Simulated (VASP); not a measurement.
# GaPtC4N4 (P4/mmm) in VASP: single point with PBE

Aim: the single point of GaPtC4N4 with PBE.

Everything below comes from runs of VASP 6.6.1. Logs are shortened: lines on timing, memory, paths and dates and some standing lists are left out, and cuts for length are marked.

## 1. The cell of the first run

The structure is tetragonal, space group P4/mmm (No. 123). The conventional cell has a = 7.290 Å, b = 7.290 Å, c = 3.581 Å, α = 90.00°, β = 90.00°, γ = 90.00°. Ga (site symmetry 4/mmm) has 4 C at 2.04 Å within 2.7 Å. Within 2.6 Å of Pt (site symmetry 4/mmm) lie 4 N at 1.95 Å. Within 1.6 Å of C (site symmetry m2m) lie 1 N at 1.17 Å. Within 1.6 Å of N (site symmetry m2m) lie 1 C at 1.17 Å.

## 2. Single point, PBE

Contents of INCAR:

```
PREC     = Accurate       # precision mode
ENCUT    = 700            # plane-wave cutoff, eV
EDIFF    = 1E-6           # SCF threshold, eV
ISMEAR   = 0              # smearing method
SIGMA    = 0.1            # smearing width, eV
LREAL    = False          # projectors in reciprocal space
LASPH    = True           # aspherical terms in the spheres
NELM     = 120            # most SCF steps
ALGO     = Normal         # electronic algorithm
ISIF     = 2              # what is computed and relaxed
LWAVE    = False          # write WAVECAR
LCHARG   = False          # write CHGCAR
GGA      = PE             # functional
NBANDS   = 44             # bands
GGA_COMPAT= False
```

Contents of KPOINTS:

```
regular mesh
0
Gamma
  4 4 4
```

Contents of POSCAR:

```
GaPtC4N4
1.0
    7.2896257153      0.0000000000      0.0000000000
    0.0000000000      7.2896257153      0.0000000000
    0.0000000000      0.0000000000      3.5806022353
Ga Pt C N
1 1 4 4
Direct
    0.0000000000      0.0000000000      0.0000000000
    0.5000000000      0.5000000000      0.0000000000
    0.1974671827      0.8025328173      0.0000000000
    0.8025328173      0.1974671827      0.0000000000
    0.1974671827      0.1974671827      0.0000000000
    0.8025328173      0.8025328173      0.0000000000
    0.3106271946      0.6893728054      0.0000000000
    0.6893728054      0.3106271946      0.0000000000
    0.3106271946      0.3106271946      0.0000000000
    0.6893728054      0.6893728054      0.0000000000
```

Potentials or basis: VASP PAW PBE potentials, release 64 (Ga_d, Pt_sv_GW, C, N).

Launch:

```sh
> cat potpaw_PBE.64/Ga_d/POTCAR potpaw_PBE.64/Pt_sv_GW/POTCAR potpaw_PBE.64/C/POTCAR potpaw_PBE.64/N/POTCAR > POTCAR
> mpirun -np 1 vasp_std > vasp.out
```

OUTCAR:

```text
PREC = Accurate
   ENCUT = 700
   EDIFF = 1E-6
   ISMEAR = 0
   LREAL = False
   LASPH = True
   NELM = 120
   ISIF = 2
   GGA = PE

 ion  position               nearest neighbor table
   1  0.000  0.000  0.000-   3 2.04   4 2.04   5 2.04   6 2.04
   2  0.500  0.500  0.000-   7 1.95   8 1.95   9 1.95  10 1.95
   3  0.197  0.803  0.000-   7 1.17   1 2.04
   4  0.803  0.197  0.000-   8 1.17   1 2.04
   5  0.197  0.197  0.000-   9 1.17   1 2.04
   6  0.803  0.803  0.000-  10 1.17   1 2.04
   7  0.311  0.689  0.000-   3 1.17   2 1.95
   8  0.689  0.311  0.000-   4 1.17   2 1.95
   9  0.311  0.311  0.000-   5 1.17   2 1.95
  10  0.689  0.689  0.000-   6 1.17   2 1.95

  LATTYP: Found a simple tetragonal cell.
 ALAT       =     7.2896257153
 C/A-ratio  =     0.4911915063

  Lattice vectors:

 A1 = (   7.2896257153,   0.0000000000,   0.0000000000)
 A2 = (   0.0000000000,   7.2896257153,   0.0000000000)
 A3 = (   0.0000000000,   0.0000000000,   3.5806022353)

Analysis of symmetry for initial positions (statically):
=====================================================================
 Subroutine PRICEL returns:
 Original cell was already a primitive cell.

 Routine SETGRP: Setting up the symmetry group for a
 simple tetragonal supercell.

 Subroutine GETGRP returns: Found 16 space group operations
 (whereof 16 operations were pure point group operations)
 out of a pool of 16 trial point group operations.

The static configuration has the point symmetry D_4h.

Analysis of symmetry for dynamics (positions and initial velocities):
=====================================================================
 Subroutine PRICEL returns:
 Original cell was already a primitive cell.

 Routine SETGRP: Setting up the symmetry group for a
 simple tetragonal supercell.

 Subroutine GETGRP returns: Found 16 space group operations
 (whereof 16 operations were pure point group operations)
 out of a pool of 16 trial point group operations.

The dynamic configuration has the point symmetry D_4h.

 Subroutine INISYM returns: Found 16 space group operations
 (whereof 16 operations are pure point group operations),
 and found     1 'primitive' translations

----------------------------------------------------------------------------------------

                                     Primitive cell

  volume of cell :     190.2683

  direct lattice vectors                    reciprocal lattice vectors
     7.289625715  0.000000000  0.000000000     0.137181254  0.000000000  0.000000000
     0.000000000  7.289625715  0.000000000     0.000000000  0.137181254  0.000000000
     0.000000000  0.000000000  3.580602235     0.000000000  0.000000000  0.279282627

  length of vectors
     7.289625715  7.289625715  3.580602235     0.137181254  0.137181254  0.279282627

  position of ions in fractional coordinates (direct lattice)
     0.000000000  0.000000000  0.000000000
     0.500000000  0.500000000  0.000000000
     0.197467183  0.802532817  0.000000000
     0.802532817  0.197467183  0.000000000
     0.197467183  0.197467183  0.000000000
     0.802532817  0.802532817  0.000000000
     0.310627195  0.689372805  0.000000000
     0.689372805  0.310627195  0.000000000
     0.310627195  0.310627195  0.000000000
     0.689372805  0.689372805  0.000000000

  ion indices of the primitive-cell ions
   primitive index   ion index
                 1           1
                 2           2
                 3           3
                 4           4
                 5           5
                 6           6
                 7           7
                 8           8
                 9           9
                10          10

----------------------------------------------------------------------------------------

 KPOINTS: regular mesh

Automatic generation of k-mesh.
 Grid dimensions read from file:
 generate k-points for:    4    4    4

 Generating k-lattice:

  Cartesian coordinates                     Fractional coordinates (reciprocal lattice)
     0.034295314  0.000000000  0.000000000     0.250000000  0.000000000  0.000000000
     0.000000000  0.034295314  0.000000000     0.000000000  0.250000000  0.000000000
     0.000000000  0.000000000  0.069820657     0.000000000  0.000000000  0.250000000

  Length of vectors
     0.034295314  0.034295314  0.069820657

  Shift w.r.t. Gamma in fractional coordinates (k-lattice)
     0.000000000  0.000000000  0.000000000

 Subroutine IBZKPT returns following result:
 ===========================================

 Found     18 irreducible k-points:

 Following reciprocal coordinates:
            Coordinates               Weight
  0.000000  0.000000  0.000000      1.000000
  0.250000  0.000000  0.000000      4.000000
  0.500000  0.000000  0.000000      2.000000
  0.250000  0.250000  0.000000      4.000000
  0.500000  0.250000  0.000000      4.000000
  0.500000  0.500000  0.000000      1.000000
[... 10 lines left out ...]
  0.500000  0.250000  0.500000      4.000000
  0.500000  0.500000  0.500000      1.000000
   k-points           NKPTS =     18   k-points in BZ     NKDIM =     18   number of bands    NBANDS=     44
   number of dos      NEDOS =    301   number of ions     NIONS =     10
   total plane-waves  NPLWV = 131072
   dimension x,y,z NGX =    64 NGY =   64 NGZ =   32
   dimension x,y,z NGXF=   128 NGYF=  128 NGZF=   64
   ions per type =               1   1   4   4
   NGX,Y,Z   is equivalent  to a cutoff of  14.60, 14.60, 14.86 a.u.
   NGXF,Y,Z  is equivalent  to a cutoff of  29.19, 29.19, 29.71 a.u.
 SYSTEM =  unknown system
   PREC   = accura    normal or accurate (medium, high low for compatibility)
   ISTART =      0    job   : 0-new  1-cont  2-samecut
   ICHARG =      2    charge: 1-file 2-atom 10-const
   ISPIN  =      1    spin polarized calculation?
   LNONCOLLINEAR =      F non collinear calculations
   LSORBIT =      F    spin-orbit coupling
   LASPH  =      T    aspherical Exc in radial PAW
   ENCUT  =  700.0 eV  51.45 Ry    7.17 a.u.  15.73 15.73  7.72*2*pi/ulx,y,z
   NELM   =    120;   NELMIN=  2; NELMDL= -5     # of ELM steps
   EDIFF  = 0.1E-05   stopping-criterion for ELM
   LREAL  =      F    real-space projection
   EDIFFG = 0.1E-04   stopping-criterion for IOM
   NSW    =      0    number of steps for IOM
   IBRION =     -1    ionic relax: 0-MD 1-quasi-New 2-CG
   NFREE  =      0    steps in history (QN), initial steepest desc. (CG)
   ISIF   =      2    stress and relaxation
   ISYM   =      2    0-nonsym 1-usesym 2-fastsym
   POTIM  = 0.5000    time-step for ionic-motion
   TEBEG  =    0.0;   TEEND  =   0.0 temperature during run
   PSTRESS=    0.0 pullay stress
   NELECT =      67.0000    total number of electrons
   NUPDOWN=      -1.0000    fix difference up-down
   EMIN   =  10.00;   EMAX   =-10.00  energy-range for DOS
   EFERMI =   0.00;   METHOD = LEGACY
   ISMEAR =     0;   SIGMA  =   0.10  broadening in eV -4-tet -1-fermi 0-gaus
   EFERMI_NEDOS =   21; number of points for ismear=-14 and -15
   IALGO  =     38    algorithm
   IMIX   =      4    mixing-type and parameters
     AMIX     =   0.40;   BMIX     =  1.00
     AMIX_MAG =   1.60;   BMIX_MAG =  1.00
  volume/ion in A,a.u.               =      19.03       128.40
  Fermi-wavevector in a.u.,A,eV,Ry     =   1.156053  2.184623 18.183609  1.336458
  Thomas-Fermi vector in A             =   2.292676
   LORBIT       =      0    0 simple, 1 ext, 2 COOP (PROOUT), +10 PAW based schemes
   GGA     = PE    functional components
   LHFCALC =     F    Hartree Fock is set to
   AEXX    =    0.0000 exact exchange contribution
   IVDW    =     0    specifies the selected vdW correction
   LEPSILON=     F    determine dielectric tensor
   LRPA    =     F    only Hartree local field effects (RPA)
 non-spin polarized calculation
 Gauss-broadening in eV      SIGMA  =   0.10
  energy-cutoff  :      700.00
  volume of cell :      190.27
 maximum number of plane-waves:      8032
 NGX is ok and might be reduce to    64
   NGX = 31   NGY = 31   NGZ = 15

 number of electron      67.0000001 magnetization

 Free energy of the ion-electron system (eV)
  ---------------------------------------------------
  ext. energy  EPLUGINS =         0.00000000
  ---------------------------------------------------
  free energy    TOTEN  =       -74.03818638 eV

  energy without entropy =      -74.02401968  energy(sigma->0) =      -74.03110303

 E-fermi :   1.2750     XC(G=0):  -7.7443

 val. band max:        1.1817154336   @ k =   0.2500   0.0000   0.2500
 cond. band min:       1.2756740209   @ k =   0.2500   0.2500   0.2500
 fundamental gap:      0.0939585873
 Fermi energy:         1.2750320124

 k-point     1 :       0.0000    0.0000    0.0000
  band No.  band energies     occupation
      1     -98.9289      2.00000
      2     -53.4303      2.00000
      3     -53.4303      2.00000
      4     -52.2691      2.00000
      5     -18.3540      2.00000
      6     -18.0834      2.00000
[... 36 lines left out ...]
     43       5.5176      0.00000
     44       6.3249      0.00000

 k-point     2 :       0.2500    0.0000    0.0000
  band No.  band energies     occupation
      1     -98.9289      2.00000
      2     -53.4303      2.00000
      3     -53.4303      2.00000
      4     -52.2691      2.00000
      5     -18.3383      2.00000
      6     -18.0959      2.00000
[... 36 lines left out ...]
     43       5.6744      0.00000
     44       5.9576      0.00000

 k-point     3 :       0.5000    0.0000    0.0000
  band No.  band energies     occupation
      1     -98.9289      2.00000
      2     -53.4303      2.00000
      3     -53.4303      2.00000
      4     -52.2691      2.00000
      5     -18.3199      2.00000
      6     -18.1085      2.00000
[... 36 lines left out ...]
     43       5.8065      0.00000
     44       5.9599      0.00000

 k-point     4 :       0.2500    0.2500    0.0000
  band No.  band energies     occupation
      1     -98.9289      2.00000
      2     -53.4303      2.00000
      3     -53.4303      2.00000
      4     -52.2691      2.00000
      5     -18.3253      2.00000
      6     -18.1168      2.00000
[... 600 lines left out ...]
     43       5.8277      0.00000
     44       5.9475      0.00000

 k-point    17 :       0.5000    0.2500    0.5000
  band No.  band energies     occupation
      1     -98.9288      2.00000
      2     -53.4297      2.00000
      3     -53.4297      2.00000
      4     -52.2779      2.00000
      5     -18.2302      2.00000
      6     -18.0575      2.00000
[... 36 lines left out ...]
     43       5.8950      0.00000
     44       6.4549      0.00000

 k-point    18 :       0.5000    0.5000    0.5000
  band No.  band energies     occupation
      1     -98.9287      2.00000
      2     -53.4297      2.00000
      3     -53.4297      2.00000
      4     -52.2779      2.00000
      5     -18.2211      2.00000
      6     -18.0675      2.00000
[... 36 lines left out ...]
     43       6.1037      0.00000
     44       6.3288      0.00000

------------------------ aborting loop because EDIFF is reached ----------------------------------------

  FORCE on cell =-STRESS in cart. coord.  units (eV):
  Direction    XX          YY          ZZ          XY          YZ          ZX
  --------------------------------------------------------------------------------------
  -------------------------------------------------------------------------------------
  Total        0.5439751      0.5439751     -0.3866954      0.0000000     -0.0000000      0.0000000
  in kB        4.5806070      4.5806070     -3.2562145      0.0000000     -0.0000000      0.0000000
  external PRESSURE =       1.9683332 kB  Pullay stress =       0.0000000 kB

 VOLUME and BASIS-vectors are now :
 -----------------------------------------------------------------------------
  energy-cutoff  :      700.00
  volume of cell :      190.27
      direct lattice vectors                 reciprocal lattice vectors
     7.289625715  0.000000000  0.000000000     0.137181254  0.000000000  0.000000000
     0.000000000  7.289625715  0.000000000     0.000000000  0.137181254  0.000000000
     0.000000000  0.000000000  3.580602235     0.000000000  0.000000000  0.279282627

 POSITION                                       TOTAL-FORCE (eV/Angst)
 -----------------------------------------------------------------------------------
      0.00000      0.00000      0.00000        -0.000000      0.000000      0.000000
      3.64481      3.64481      0.00000        -0.000000      0.000000      0.000000
      1.43946      5.85016      0.00000        -0.253742      0.253742      0.000000
      5.85016      1.43946      0.00000         0.253742     -0.253742     -0.000000
      1.43946      1.43946      0.00000        -0.253742     -0.253742      0.000000
      5.85016      5.85016      0.00000         0.253742      0.253742      0.000000
      2.26436      5.02527      0.00000         0.261590     -0.261590      0.000000
      5.02527      2.26436      0.00000        -0.261590      0.261590     -0.000000
      2.26436      2.26436      0.00000         0.261590      0.261590      0.000000
      5.02527      5.02527      0.00000        -0.261590     -0.261590     -0.000000
 -----------------------------------------------------------------------------------
    total drift:                               -0.000000     -0.000000      0.000000

  FREE ENERGIE OF THE ION-ELECTRON SYSTEM (eV)
  ---------------------------------------------------
  free  energy   TOTEN  =       -74.0381863765 eV

  energy  without entropy=      -74.0240196792  energy(sigma->0) =      -74.03110303
```

Run time: 2.7 min. Hardware: 1 thread of AMD EPYC 9R45 (Zen 5), shared host; peak memory 0.47 GiB.

Results:

* Free energy: -74.0382 eV
* Pressure: 0.2 GPa
* Largest force: 0.370 eV/Å
* Band gap on the k mesh: zero (an odd number of electrons rules out a gap without spin polarisation)

Forces on the atoms (eV/Å):
```
Ga   0.000  0.000  0.000
Pt   0.000  0.000  0.000
C   -0.254  0.254  0.000
C    0.254 -0.254  0.000
C   -0.254 -0.254  0.000
C    0.254  0.254  0.000
N    0.262 -0.262  0.000
N   -0.262  0.262  0.000
N    0.262  0.262  0.000
N   -0.262 -0.262  0.000
```

Caveat: the k points lie up to 0.44 Å⁻¹ apart, too coarse for converged energies and pressures of a metal; spin-orbit coupling is left out, which moves the levels of the heavy elements; an odd number of electrons without spin polarisation forces a metal; a magnetic or distorted state may lie lower.

The gap in the log of VASP goes by the Fermi energy; the results here count the filled bands.